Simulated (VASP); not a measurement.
# Mg (Fm-3m) in VASP: further runs

Mg is run at these levels: PBEsol; tasks: single point.

All numbers are computed with VASP 6.6.1; they aren't measurements. Logs are shortened: lines on timing, memory, paths and dates and some standing lists are left out, and cuts for length are marked.

**1. The cell of the first run**

It takes space group Fm-3m (No. 225, cubic). Conventional cell: a = 4.722 Å, b = 4.722 Å, c = 4.722 Å, α = 90.00°, β = 90.00°, γ = 90.00°. Within 4.4 Å of Mg (site symmetry m-3m) lie 12 Mg at 3.34 Å.

This isn't the form of Mg at room conditions, which is hcp.

**2. Single point, PBEsol**

The input, INCAR:

```
  ALGO = Normal
  EDIFF = 1E-7
  ENCUT = 520
  GGA = PS
  ISIF = 2
  ISMEAR = 0
  LASPH = T
  LCHARG = F
  LREAL = F
  LWAVE = F
  NBANDS = 7
  NELM = 60
  PREC = Accurate
  SIGMA = 0.1
```

The input, KPOINTS:

```
k-points
0
Gamma
  6 6 6
```

The input, POSCAR:

```
Mg
1.0
    0.0000000000      2.3612102577      2.3612102577
    2.3612102577      0.0000000000      2.3612102577
    2.3612102577      2.3612102577      0.0000000000
Mg
1
Direct
    0.0000000000      0.0000000000      0.0000000000
```

Potentials or basis: VASP PAW PBE potentials, release 64 (Mg).

The run is started by

```bash
cat potpaw_PBE.64/Mg/POTCAR > POTCAR
mpirun -np 1 vasp_std > vasp.out
```

OUTCAR:

```text
EDIFF = 1E-7
   ENCUT = 520
   GGA = PS
   ISIF = 2
   ISMEAR = 0
   LASPH = T
   LREAL = F
   NELM = 60
   PREC = Accurate

 ion  position               nearest neighbor table
   1  0.000  0.000  0.000-

  LATTYP: Found a face centered cubic cell.
 ALAT       =     4.7224205154

  Lattice vectors:

 A1 = (   0.0000000000,   2.3612102577,   2.3612102577)
 A2 = (   2.3612102577,   0.0000000000,   2.3612102577)
 A3 = (   2.3612102577,   2.3612102577,   0.0000000000)

Analysis of symmetry for initial positions (statically):
=====================================================================
 Subroutine PRICEL returns:
 Original cell was already a primitive cell.

 Routine SETGRP: Setting up the symmetry group for a
 face centered cubic supercell.

 Subroutine GETGRP returns: Found 48 space group operations
 (whereof 48 operations were pure point group operations)
 out of a pool of 48 trial point group operations.

The static configuration has the point symmetry O_h .

Analysis of symmetry for dynamics (positions and initial velocities):
=====================================================================
 Subroutine PRICEL returns:
 Original cell was already a primitive cell.

 Routine SETGRP: Setting up the symmetry group for a
 face centered cubic supercell.

 Subroutine GETGRP returns: Found 48 space group operations
 (whereof 48 operations were pure point group operations)
 out of a pool of 48 trial point group operations.

The dynamic configuration has the point symmetry O_h .

 Subroutine INISYM returns: Found 48 space group operations
 (whereof 48 operations are pure point group operations),
 and found     1 'primitive' translations

----------------------------------------------------------------------------------------

                                     Primitive cell

  volume of cell :      26.3290

  direct lattice vectors                    reciprocal lattice vectors
     0.000000000  2.361210258  2.361210258    -0.211755814  0.211755814  0.211755814
     2.361210258  0.000000000  2.361210258     0.211755814 -0.211755814  0.211755814
     2.361210258  2.361210258  0.000000000     0.211755814  0.211755814 -0.211755814

  length of vectors
     3.339255570  3.339255570  3.339255570     0.366771829  0.366771829  0.366771829

  position of ions in fractional coordinates (direct lattice)
     0.000000000  0.000000000  0.000000000

  ion indices of the primitive-cell ions
   primitive index   ion index
                 1           1

----------------------------------------------------------------------------------------

 KPOINTS: k-points

Automatic generation of k-mesh.
 Grid dimensions read from file:
 generate k-points for:    6    6    6

 Generating k-lattice:

  Cartesian coordinates                     Fractional coordinates (reciprocal lattice)
    -0.035292636  0.035292636  0.035292636     0.166666667  0.000000000  0.000000000
     0.035292636 -0.035292636  0.035292636     0.000000000  0.166666667  0.000000000
     0.035292636  0.035292636 -0.035292636     0.000000000  0.000000000  0.166666667

  Length of vectors
     0.061128638  0.061128638  0.061128638

  Shift w.r.t. Gamma in fractional coordinates (k-lattice)
     0.000000000  0.000000000  0.000000000

 Subroutine IBZKPT returns following result:
 ===========================================

 Found     16 irreducible k-points:

 Following reciprocal coordinates:
            Coordinates               Weight
  0.000000  0.000000  0.000000      1.000000
  0.166667  0.000000  0.000000      8.000000
  0.333333  0.000000  0.000000      8.000000
  0.500000  0.000000  0.000000      4.000000
  0.166667  0.166667  0.000000      6.000000
  0.333333  0.166667  0.000000     24.000000
  0.500000  0.166667  0.000000     24.000000
 -0.333333  0.166667  0.000000     24.000000
 -0.166667  0.166667  0.000000     12.000000
  0.333333  0.333333  0.000000      6.000000
  0.500000  0.333333  0.000000     24.000000
 -0.333333  0.333333  0.000000     12.000000
  0.500000  0.500000  0.000000      3.000000
  0.500000  0.333333  0.166667     24.000000
 -0.333333  0.333333  0.166667     24.000000
 -0.333333  0.500000  0.166667     12.000000
   k-points           NKPTS =     16   k-points in BZ     NKDIM =     16   number of bands    NBANDS=      7
   number of dos      NEDOS =    301   number of ions     NIONS =      1
   total plane-waves  NPLWV =  21952
   dimension x,y,z NGX =    28 NGY =   28 NGZ =   28
   dimension x,y,z NGXF=    56 NGYF=   56 NGZF=   56
   ions per type =               1
   NGX,Y,Z   is equivalent  to a cutoff of  13.94, 13.94, 13.94 a.u.
   NGXF,Y,Z  is equivalent  to a cutoff of  27.88, 27.88, 27.88 a.u.
 SYSTEM =  unknown system
   PREC   = accura    normal or accurate (medium, high low for compatibility)
   ISTART =      0    job   : 0-new  1-cont  2-samecut
   ICHARG =      2    charge: 1-file 2-atom 10-const
   ISPIN  =      1    spin polarized calculation?
   LNONCOLLINEAR =      F non collinear calculations
   LSORBIT =      F    spin-orbit coupling
   LASPH  =      T    aspherical Exc in radial PAW
   ENCUT  =  520.0 eV  38.22 Ry    6.18 a.u.   6.21  6.21  6.21*2*pi/ulx,y,z
   NELM   =     60;   NELMIN=  2; NELMDL= -5     # of ELM steps
   EDIFF  = 0.1E-06   stopping-criterion for ELM
   LREAL  =      F    real-space projection
   EDIFFG = 0.1E-05   stopping-criterion for IOM
   NSW    =      0    number of steps for IOM
   IBRION =     -1    ionic relax: 0-MD 1-quasi-New 2-CG
   NFREE  =      0    steps in history (QN), initial steepest desc. (CG)
   ISIF   =      2    stress and relaxation
   ISYM   =      2    0-nonsym 1-usesym 2-fastsym
   POTIM  = 0.5000    time-step for ionic-motion
   TEBEG  =    0.0;   TEEND  =   0.0 temperature during run
   PSTRESS=    0.0 pullay stress
   NELECT =       2.0000    total number of electrons
   NUPDOWN=      -1.0000    fix difference up-down
   EMIN   =  10.00;   EMAX   =-10.00  energy-range for DOS
   EFERMI =   0.00;   METHOD = LEGACY
   ISMEAR =     0;   SIGMA  =   0.10  broadening in eV -4-tet -1-fermi 0-gaus
   EFERMI_NEDOS =   21; number of points for ismear=-14 and -15
   IALGO  =     38    algorithm
   IMIX   =      4    mixing-type and parameters
     AMIX     =   0.40;   BMIX     =  1.00
     AMIX_MAG =   1.60;   BMIX_MAG =  1.00
  volume/ion in A,a.u.               =      26.33       177.68
  Fermi-wavevector in a.u.,A,eV,Ry     =   0.693330  1.310204  6.540414  0.480707
  Thomas-Fermi vector in A             =   1.775514
   LORBIT       =      0    0 simple, 1 ext, 2 COOP (PROOUT), +10 PAW based schemes
   GGA     = PS    functional components
   LHFCALC =     F    Hartree Fock is set to
   AEXX    =    0.0000 exact exchange contribution
   IVDW    =     0    specifies the selected vdW correction
   LEPSILON=     F    determine dielectric tensor
   LRPA    =     F    only Hartree local field effects (RPA)
 non-spin polarized calculation
 Gauss-broadening in eV      SIGMA  =   0.10
  energy-cutoff  :      520.00
  volume of cell :       26.33
 maximum number of plane-waves:       725
 NGX is ok and might be reduce to    28
   NGX = 13   NGY = 13   NGZ = 13

 number of electron       2.0000000 magnetization

 Free energy of the ion-electron system (eV)
  ---------------------------------------------------
  ext. energy  EPLUGINS =         0.00000000
  ---------------------------------------------------
  free energy    TOTEN  =        -1.58267318 eV

  energy without entropy =       -1.57564307  energy(sigma->0) =       -1.57915812

 E-fermi :   2.0187     XC(G=0):  -8.1181

 val. band max:        1.8136683074   @ k =  -0.3333   0.3333   0.1667
 cond. band min:       2.0585543320   @ k =  -0.3333   0.3333   0.1667
 fundamental gap:      0.2448860246
 Fermi energy:         2.0186889083

 k-point     1 :       0.0000    0.0000    0.0000
  band No.  band energies     occupation
      1      -4.4413      2.00000
      2      13.4349      0.00000
      3      13.4349      0.00000
      4      13.4349      0.00000
      5      14.6823      0.00000
      6      14.6823      0.00000
      7      14.6823      0.00000

 k-point     2 :       0.1667    0.0000    0.0000
  band No.  band energies     occupation
      1      -3.8793      2.00000
      2       8.8702      0.00000
      3      12.5049      0.00000
      4      12.5049      0.00000
      5      14.5957      0.00000
      6      16.2316      0.00000
      7      16.2316      0.00000

 k-point     3 :       0.3333    0.0000    0.0000
  band No.  band energies     occupation
      1      -2.2099      2.00000
      2       4.2526      0.00000
      3      12.0635      0.00000
      4      12.0635      0.00000
      5      14.0377      0.00000
      6      14.0377      0.00000
      7      14.2563      0.00000

 k-point     4 :       0.5000    0.0000    0.0000
  band No.  band energies     occupation
      1       0.4289      2.00000
      2       0.6185      2.00000
      3      12.4520      0.00000
      4      12.4520      0.00000
      5      12.6883      0.00000
      6      12.6883      0.00000
      7      14.5580      0.00000

 k-point     5 :       0.1667    0.1667    0.0000
  band No.  band energies     occupation
      1      -3.6925      2.00000
      2      10.6653      0.00000
      3      10.7453      0.00000
      4      10.7453      0.00000
      5      12.9160      0.00000
      6      13.3938      0.00000
      7      18.5244      0.00000

 k-point     6 :       0.3333    0.1667    0.0000
  band No.  band energies     occupation
      1      -2.3942      2.00000
      2       6.1323      0.00000
      3       9.9471      0.00000
      4      10.3140      0.00000
      5      11.0717      0.00000
      6      14.7959      0.00000
      7      17.7219      0.00000

 k-point     7 :       0.5000    0.1667    0.0000
  band No.  band energies     occupation
      1      -0.0251      2.00000
      2       2.1359      0.09751
      3       8.5228      0.00000
      4      10.1171      0.00000
      5      11.2636      0.00000
      6      16.0115      0.00000
      7      17.6452      0.00000

 k-point     8 :      -0.3333    0.1667    0.0000
  band No.  band energies     occupation
      1      -0.9289      2.00000
      2       3.3583      0.00000
      3       7.6968      0.00000
      4      11.2617      0.00000
      5      12.5026      0.00000
      6      15.1829      0.00000
      7      16.9210      0.00000

 k-point     9 :      -0.1667    0.1667    0.0000
  band No.  band energies     occupation
      1      -2.9488      2.00000
      2       7.2584      0.00000
      3       8.2980      0.00000
      4      13.3795      0.00000
      5      14.6713      0.00000
      6      14.8902      0.00000
      7      15.8729      0.00000

 k-point    10 :       0.3333    0.3333    0.0000
  band No.  band energies     occupation
      1      -1.4769      2.00000
      2       7.1212      0.00000
      3       8.4855      0.00000
      4       8.8153      0.00000
      5       8.8153      0.00000
      6      11.2266      0.00000
      7      21.4846      0.00000

 k-point    11 :       0.5000    0.3333    0.0000
  band No.  band energies     occupation
      1       0.5051      2.00000
      2       4.6158      0.00000
      3       5.0231      0.00000
      4       8.6568      0.00000
      5       9.5836      0.00000
      6      13.5622      0.00000
      7      20.3300      0.00000

 k-point    12 :      -0.3333    0.3333    0.0000
  band No.  band energies     occupation
      1       1.4031      2.00000
      2       3.1163      0.00000
      3       4.1180      0.00000
      4       9.4699      0.00000
      5      10.5692      0.00000
      6      18.0106      0.00000
      7      19.1837      0.00000

 k-point    13 :       0.5000    0.5000    0.0000
  band No.  band energies     occupation
      1       1.7429      1.99990
      2       2.6031      0.00000
      3       7.7502      0.00000
      4       8.1720      0.00000
      5       8.1720      0.00000
      6      10.5126      0.00000
      7      23.5540      0.00000

 k-point    14 :       0.5000    0.3333    0.1667
  band No.  band energies     occupation
      1      -0.7482      2.00000
      2       5.1841      0.00000
      3       6.2034      0.00000
      4       7.9281      0.00000
      5      13.4980      0.00000
      6      14.7763      0.00000
      7      16.2150      0.00000

 k-point    15 :      -0.3333    0.3333    0.1667
  band No.  band energies     occupation
      1       1.8137      1.99626
      2       2.0586      0.57290
      3       6.0574      0.00000
      4       6.6171      0.00000
      5      14.4412      0.00000
      6      14.7355      0.00000
      7      18.2192      0.00000

 k-point    16 :      -0.3333    0.5000    0.1667
  band No.  band energies     occupation
      1       2.4290      0.00000
      2       3.3076      0.00000
      3       4.4932      0.00000
      4       5.6396      0.00000
      5      12.8256      0.00000
      6      14.2152      0.00000
      7      18.9822      0.00000

------------------------ aborting loop because EDIFF is reached ----------------------------------------

  FORCE on cell =-STRESS in cart. coord.  units (eV):
  Direction    XX          YY          ZZ          XY          YZ          ZX
  --------------------------------------------------------------------------------------
  -------------------------------------------------------------------------------------
  Total       -0.7277317     -0.7277317     -0.7277317      0.0000000      0.0000000      0.0000000
  in kB      -44.2841085    -44.2841085    -44.2841085      0.0000000      0.0000000      0.0000000
  external PRESSURE =     -44.2841085 kB  Pullay stress =       0.0000000 kB

 VOLUME and BASIS-vectors are now :
 -----------------------------------------------------------------------------
  energy-cutoff  :      520.00
  volume of cell :       26.33
      direct lattice vectors                 reciprocal lattice vectors
     0.000000000  2.361210258  2.361210258    -0.211755814  0.211755814  0.211755814
     2.361210258  0.000000000  2.361210258     0.211755814 -0.211755814  0.211755814
     2.361210258  2.361210258  0.000000000     0.211755814  0.211755814 -0.211755814

 POSITION                                       TOTAL-FORCE (eV/Angst)
 -----------------------------------------------------------------------------------
      0.00000      0.00000      0.00000        -0.000000      0.000000      0.000000
 -----------------------------------------------------------------------------------
    total drift:                                0.000000     -0.000000     -0.000000

  FREE ENERGIE OF THE ION-ELECTRON SYSTEM (eV)
  ---------------------------------------------------
  free  energy   TOTEN  =        -1.5826731782 eV

  energy  without entropy=       -1.5756430716  energy(sigma->0) =       -1.57915812
```

It took 7.7 s on 1 thread of Intel Xeon 8259CL, shared host; peak memory 0.15 GiB.

What came out:

* Free energy: -1.5827 eV
* Pressure: -4.4 GPa
* Band gap on the k mesh: zero (bands 1 and 2 overlap by 1.81 eV)

Caveat: the k points lie up to 0.38 Å⁻¹ apart, too coarse for converged energies and pressures of a metal; the PAW data sets were made with another functional, which shifts forces and pressure a little.

**3. Single point, PBEsol**

This run uses another cell than the first one, of 22.71 Å³/atom.

The input, INCAR:

```
SYSTEM = Mg
ALGO = Fast
EDIFF = 1E-7
ENCUT = 520
GGA = PS
ISIF = 2
ISMEAR = 0
LASPH = .TRUE.
LCHARG = .FALSE.
LREAL = .FALSE.
LWAVE = .FALSE.
NBANDS = 7
NELM = 100
PREC = Accurate
SIGMA = 0.1
```

The input, KPOINTS:

```
k-points
0
G
  16 16 16
  0 0 0
```

The input, POSCAR:

```
Mg
1.0
    0.0000000000      2.2477432532      2.2477432532
    2.2477432532      0.0000000000      2.2477432532
    2.2477432532      2.2477432532      0.0000000000
Mg
1
Direct
    0.0000000000      0.0000000000      0.0000000000
```

Potentials or basis: VASP PAW PBE potentials, release 64 (Mg).

The run is started by

```bash
cat potpaw_PBE.64/Mg/POTCAR > POTCAR
mpirun -np 1 vasp_std > vasp.out
```

It took 22 s on 1 thread of Intel Xeon 8259CL, shared host; peak memory 0.15 GiB.

Results (log left out):

```yaml
Free_energy: -1.7098 eV
Pressure: -0.1 GPa
Band_gap_on_the_k_mesh: zero (bands 1 and 2 overlap by 2.73 eV)
```

Levels at points of the mesh, in eV from the Fermi level:
```csv
k point,band 1,band 2,band 3,band 4,band 5
"(0.00, 0.00, 0.00)",-6.95,12.42,12.42,12.42,14.41
"(0.50, 0.00, 0.00)",-1.71,-1.27,11.32,11.32,12.20
"(0.50, 0.50, 0.00)",-0.21,0.81,6.12,7.01,7.01
```

Caveat: the PAW data sets were made with another functional, which shifts forces and pressure a little.

**4. Single point, PBEsol**

This run uses another cell than the first one, of 22.71 Å³/atom.

The input, INCAR:

```
  PREC = Accurate
  ENCUT = 520
  EDIFF = 1E-7
  ISMEAR = 0
  SIGMA = 0.1
  LREAL = F
  LASPH = T
  NELM = 60
  ALGO = Fast
  ISIF = 2
  LWAVE = F
  LCHARG = F
  GGA = PS
  NBANDS = 7
```

The input, KPOINTS:

```
Automatic mesh
0
Gamma
  16 16 16
```

POSCAR is that of step 3.

The run is started by

```bash
cat potpaw_PBE.64/Mg/POTCAR > POTCAR
mpirun -np 1 vasp_std > vasp.out
```

Run time: 22 s. Hardware: 1 thread of Intel Xeon 8259CL, shared host; peak memory 0.15 GiB.

Results (log left out):

```yaml
Free_energy: -1.7098 eV
Pressure: -0.1 GPa
Band_gap_on_the_k_mesh: zero (bands 1 and 2 overlap by 2.73 eV)
```

Levels at points of the mesh, in eV from the Fermi level:
| k point | band 1 | band 2 | band 3 | band 4 |
| --- | --- | --- | --- | --- |
| (0.00, 0.00, 0.00) | -6.95 | 12.42 | 12.42 | 12.42 |
| (0.50, 0.00, 0.00) | -1.71 | -1.27 | 11.32 | 11.32 |
| (0.50, 0.50, 0.00) | -0.21 | 0.81 | 6.12 | 7.01 |

Caveat: the PAW data sets were made with another functional, which shifts forces and pressure a little.

The gap in the log of VASP goes by the Fermi energy; the results here count the filled bands.